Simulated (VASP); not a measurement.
# Si (a cell with a defect) in VASP: single point with PBEsol

Aim: the single point of Si (a cell with a defect) with PBEsol.

Everything below comes from runs of VASP 6.6.1. Logs are shortened: lines on timing, memory, paths and dates and some standing lists are left out, and cuts for length are marked.

**1. The cell of the first run**

The cell holds a defect, 17 atoms: a = 7.679 Å, b = 7.679 Å, c = 7.679 Å, α = 60.00°, β = 60.00°, γ = 60.00°.

**2. Single point, PBEsol**

Input file INCAR:

```
PREC = Accurate
ENCUT = 520
EDIFF = 1E-7
ISMEAR = 0
SIGMA = 0.02
LREAL = Auto
LASPH = T
NELM = 100
ALGO = Normal
ISIF = 2
LWAVE = F
LCHARG = T
GGA = PS
LELF = T
LVHAR = T
NBANDS = 48
```

Input file KPOINTS:

```
Automatic mesh
0
Gamma
  2 2 2
```

Input file POSCAR:

```
Si
1.0
    0.0000000000      5.4300000000      5.4300000000
    5.4300000000      0.0000000000      5.4300000000
    5.4300000000      5.4300000000      0.0000000000
Si
17
Direct
   -0.0609965930      0.0202652855      0.0202087477
    0.1169514733      0.1148533149      0.1155052486
    0.0088486188     -0.0277069982      0.5090674033
    0.1165659300      0.1158202578      0.6521213628
    0.0090530387      0.5088502762     -0.0272049724
    0.1167790976      0.6523209024      0.1159396869
    0.0086772560      0.5097597606      0.5094875691
    0.1865098527      0.6044091160      0.6047831492
    0.4889698895     -0.0024433702     -0.0021833333
    0.5590742173      0.1468909761      0.1469747698
    0.4885707182     -0.0020714549      0.5155926335
    0.6368452118      0.1091997238      0.6269380295
    0.4887871087      0.5154974217     -0.0020012891
    0.6370510129      0.6266607735      0.1094747698
    0.5663271639      0.4778080110      0.4781081952
    0.6366634438      0.6270487109      0.6271242173
    1.0627493554      0.3123513812      0.3124578269
```

Potentials or basis: VASP PAW PBE potentials, release 64 (Si).

Started as:

```sh
$ cat potpaw_PBE.64/Si/POTCAR > POTCAR
$ mpirun -np 1 vasp_std > vasp.out
```

OUTCAR:

```text
PREC = Accurate
   ENCUT = 520
   EDIFF = 1E-7
   ISMEAR = 0
   LREAL = Auto
   LASPH = T
   NELM = 100
   ISIF = 2
   GGA = PS

 ion  position               nearest neighbor table
   1  0.939  0.020  0.020-   2 2.34   6 2.34   4 2.34  10 2.38
   2  0.117  0.115  0.116-   9 2.33   1 2.34  17 2.41   3 2.47   5 2.48
   3  0.009  0.972  0.509-  12 2.33   8 2.34  17 2.40   2 2.47   4 2.48
   4  0.117  0.116  0.652-  11 2.33   1 2.34  17 2.40   7 2.47   3 2.48
   5  0.009  0.509  0.973-  14 2.33   8 2.34  17 2.40   2 2.48   6 2.48
   6  0.117  0.652  0.116-  13 2.33   1 2.34  17 2.40   7 2.47   5 2.48
   7  0.009  0.510  0.509-  16 2.33   8 2.34  17 2.41   6 2.47   4 2.47
   8  0.187  0.604  0.605-   7 2.34   3 2.34   5 2.34  15 2.38
   9  0.489  0.998  0.998-  12 2.33  14 2.33   2 2.33  10 2.34
  10  0.559  0.147  0.147-  11 2.34  13 2.34   9 2.34   1 2.38  17 3.11
  11  0.489  0.998  0.516-  16 2.33  12 2.33   4 2.33  10 2.34
  12  0.637  0.109  0.627-   9 2.33  11 2.33   3 2.33  15 2.34
  13  0.489  0.515  0.998-  16 2.33  14 2.33   6 2.33  10 2.34
  14  0.637  0.627  0.109-   9 2.33  13 2.33   5 2.33  15 2.34
  15  0.566  0.478  0.478-  14 2.34  12 2.34  16 2.34   8 2.38  17 3.11
  16  0.637  0.627  0.627-  13 2.33  11 2.33   7 2.33  15 2.34
  17  0.063  0.312  0.312-   5 2.40   4 2.40   6 2.40   3 2.40   2 2.41   7 2.41  10 3.11  15 3.11

  LATTYP: Found a face centered cubic cell.
 ALAT       =    10.8600000000

  Lattice vectors:

 A1 = (   0.0000000000,   5.4300000000,   5.4300000000)
 A2 = (   5.4300000000,   0.0000000000,   5.4300000000)
 A3 = (   5.4300000000,   5.4300000000,   0.0000000000)

Analysis of symmetry for initial positions (statically):
=====================================================================
 Subroutine PRICEL returns:
 Original cell was already a primitive cell.

 Routine SETGRP: Setting up the symmetry group for a
 face centered cubic supercell.

 Subroutine GETGRP returns: Found  1 space group operations
 (whereof  1 operations were pure point group operations)
 out of a pool of 48 trial point group operations.

The static configuration has the point symmetry C_1 .

Analysis of symmetry for dynamics (positions and initial velocities):
=====================================================================
 Subroutine PRICEL returns:
 Original cell was already a primitive cell.

 Routine SETGRP: Setting up the symmetry group for a
 face centered cubic supercell.

 Subroutine GETGRP returns: Found  1 space group operations
 (whereof  1 operations were pure point group operations)
[... 121 lines left out ...]
   ISIF   =      2    stress and relaxation
   ISYM   =      2    0-nonsym 1-usesym 2-fastsym
   POTIM  = 0.5000    time-step for ionic-motion
   TEBEG  =    0.0;   TEEND  =   0.0 temperature during run
   PSTRESS=    0.0 pullay stress
   NELECT =      68.0000    total number of electrons
   NUPDOWN=      -1.0000    fix difference up-down
   EMIN   =  10.00;   EMAX   =-10.00  energy-range for DOS
   EFERMI =   0.00;   METHOD = LEGACY
   ISMEAR =     0;   SIGMA  =   0.02  broadening in eV -4-tet -1-fermi 0-gaus
   EFERMI_NEDOS =   21; number of points for ismear=-14 and -15
   IALGO  =     38    algorithm
   IMIX   =      4    mixing-type and parameters
     AMIX     =   0.40;   BMIX     =  1.00
     AMIX_MAG =   1.60;   BMIX_MAG =  1.00
  volume/ion in A,a.u.               =      18.84       127.11
  Fermi-wavevector in a.u.,A,eV,Ry     =   0.976715  1.845724 12.979587  0.953973
  Thomas-Fermi vector in A             =   2.107356
   LORBIT       =      0    0 simple, 1 ext, 2 COOP (PROOUT), +10 PAW based schemes
   GGA     = PS    functional components
   LHFCALC =     F    Hartree Fock is set to
   AEXX    =    0.0000 exact exchange contribution
   IVDW    =     0    specifies the selected vdW correction
   LEPSILON=     F    determine dielectric tensor
   LRPA    =     F    only Hartree local field effects (RPA)
 non-spin polarized calculation
 Gauss-broadening in eV      SIGMA  =   0.02
  energy-cutoff  :      520.00
  volume of cell :      320.21
 maximum number of plane-waves:      8646
 NGX is ok and might be reduce to    60
   NGX = 29   NGY = 29   NGZ = 29

 number of electron      68.0000000 magnetization

 Free energy of the ion-electron system (eV)
  ---------------------------------------------------
  ext. energy  EPLUGINS =         0.00000000
  ---------------------------------------------------
  free energy    TOTEN  =       -93.62859769 eV

  energy without entropy =      -93.62845557  energy(sigma->0) =      -93.62852663

 E-fermi :   6.5662     XC(G=0):  -9.8253

 val. band max:        6.5315406064   @ k =   0.5000   0.0000   0.0000
 cond. band min:       6.6010795796   @ k =   0.0000   0.0000   0.0000
 fundamental gap:      0.0695389733
 Fermi energy:         6.5661758493

 k-point     1 :       0.0000    0.0000    0.0000
  band No.  band energies     occupation
      1      -6.2747      2.00000
      2      -3.9050      2.00000
      3      -3.6827      2.00000
      4      -3.6795      2.00000
      5      -3.4119      2.00000
      6      -2.5768      2.00000
[... 381 lines left out ...]
     45      10.2585      0.00000
     46      10.3404      0.00000
 [bands above 46 left out]

------------------------ aborting loop because EDIFF is reached ----------------------------------------

  FORCE on cell =-STRESS in cart. coord.  units (eV):
  Direction    XX          YY          ZZ          XY          YZ          ZX
  --------------------------------------------------------------------------------------
  -------------------------------------------------------------------------------------
  Total        5.0871752      5.2060432      5.1398937      0.8270953     -0.8754586      0.7698460
  in kB       25.4541029     26.0488687     25.7178842      4.1384400     -4.3804296      3.8519883
  external PRESSURE =      25.7402853 kB  Pullay stress =       0.0000000 kB

 VOLUME and BASIS-vectors are now :
 -----------------------------------------------------------------------------
  energy-cutoff  :      520.00
  volume of cell :      320.21
      direct lattice vectors                 reciprocal lattice vectors
     0.000000000  5.430000000  5.430000000    -0.092081031  0.092081031  0.092081031
     5.430000000  0.000000000  5.430000000     0.092081031 -0.092081031  0.092081031
     5.430000000  5.430000000  0.000000000     0.092081031  0.092081031 -0.092081031

 POSITION                                       TOTAL-FORCE (eV/Angst)
 -----------------------------------------------------------------------------------
      0.21977      5.20852      5.20883         0.004394     -0.009262     -0.006991
      1.25085      1.26224      1.25870         0.011795      0.012829      0.026291
      8.04379      2.81228      5.32760         0.029255     -0.004684      0.005632
      4.16992      4.17397      1.26186        -0.013441      0.007596      0.001739
      8.04533      5.33144      2.81221         0.017726     -0.004803     -0.006734
      4.17165      1.26366      4.17621        -0.026896      0.001233     -0.002854
[... 9 lines left out ...]
      6.81016      6.86237      6.86196         0.026653      0.011982      0.013397
      3.39271      2.03737      2.03680         0.001177      0.001461     -0.000081
 -----------------------------------------------------------------------------------
    total drift:                                0.002276     -0.001453     -0.002256

  FREE ENERGIE OF THE ION-ELECTRON SYSTEM (eV)
  ---------------------------------------------------
  free  energy   TOTEN  =       -93.6285976887 eV

  energy  without entropy=      -93.6284555689  energy(sigma->0) =      -93.62852663
```

OSZICAR:

```text
N       E                     dE             d eps       ncg     rms          rms(c)
DAV:   1     0.155418818286E+03    0.15542E+03   -0.26010E+04   768   0.117E+03
DAV:   2    -0.804673943994E+02   -0.23589E+03   -0.22282E+03   920   0.170E+02
DAV:   3    -0.952420983275E+02   -0.14775E+02   -0.14429E+02  1008   0.373E+01
DAV:   4    -0.955602724213E+02   -0.31817E+00   -0.31707E+00   936   0.668E+00
DAV:   5    -0.955676199241E+02   -0.73475E-02   -0.73431E-02   960   0.987E-01    0.148E+01
DAV:   6    -0.941515139151E+02    0.14161E+01   -0.12605E+00   904   0.341E+00    0.882E+00
DAV:   7    -0.936275902641E+02    0.52392E+00   -0.12168E+00   944   0.321E+00    0.121E+00
DAV:   8    -0.936286227914E+02   -0.10325E-02   -0.74422E-02   904   0.984E-01    0.500E-01
DAV:   9    -0.936283327091E+02    0.29008E-03   -0.65107E-03   920   0.273E-01    0.231E-01
DAV:  10    -0.936285356207E+02   -0.20291E-03   -0.15786E-03   888   0.127E-01    0.850E-02
DAV:  11    -0.936285899803E+02   -0.54360E-04   -0.18574E-04   928   0.516E-02    0.415E-02
DAV:  12    -0.936285981133E+02   -0.81330E-05   -0.21740E-05   936   0.172E-02    0.104E-02
DAV:  13    -0.936285974013E+02    0.71196E-06   -0.56947E-06   904   0.826E-03    0.320E-03
DAV:  14    -0.936285977013E+02   -0.30000E-06   -0.56058E-07   904   0.260E-03    0.150E-03
DAV:  15    -0.936285976887E+02    0.12662E-07   -0.11697E-07   576   0.121E-03
   1 F= -.93628598E+02 E0= -.93628527E+02  d E =-.142120E-03
```

stdout:

```text
POSCAR found type information on POSCAR Si
 POSCAR found :  1 types and      17 ions
 scaLAPACK will be used
 -----------------------------------------------------------------------------
|                                                                             |
|                                                                             |
|     You enforced a specific xc type in the INCAR file but a different       |
|     I HOPE YOU KNOW WHAT YOU ARE DOING!                                     |
|                                                                             |
 -----------------------------------------------------------------------------

 LDA part: xc-table for (Slater+PW92), standard interpolation
 POSCAR, INCAR and KPOINTS ok, starting setup
 FFT: planning ... GRIDC
 FFT: planning ... GRID_SOFT
 FFT: planning ... GRID
 WAVECAR not read
 entering main loop
```

It took 7.1 min on 1 thread of Intel Xeon 8259CL, shared host; peak memory 0.47 GiB.

Results:

- Free energy: -93.6286 eV
- Pressure: 2.6 GPa
- Largest force: 0.036 eV/Å
- Band gap on the k mesh: 0.07 eV

Forces in eV/Å, atoms in the order of the input:
```
Si   0.004 -0.009 -0.007
Si   0.012  0.013  0.026
Si   0.029 -0.005  0.006
Si  -0.013  0.008  0.002
Si   0.018 -0.005 -0.007
Si  -0.027  0.001 -0.003
Si  -0.014 -0.016 -0.029
Si  -0.004  0.010  0.007
Si  -0.025 -0.009 -0.011
Si   0.013 -0.013 -0.013
Si   0.010  0.027 -0.009
Si  -0.013  0.011 -0.029
Si   0.011 -0.008  0.027
Si  -0.012 -0.032  0.010
Si  -0.018  0.013  0.016
Si   0.027  0.012  0.013
Si   0.001  0.001  0.000
```

Caveat: the k points lie up to 0.50 Å⁻¹ apart; the PAW data sets were made with another functional, which shifts forces and pressure a little.
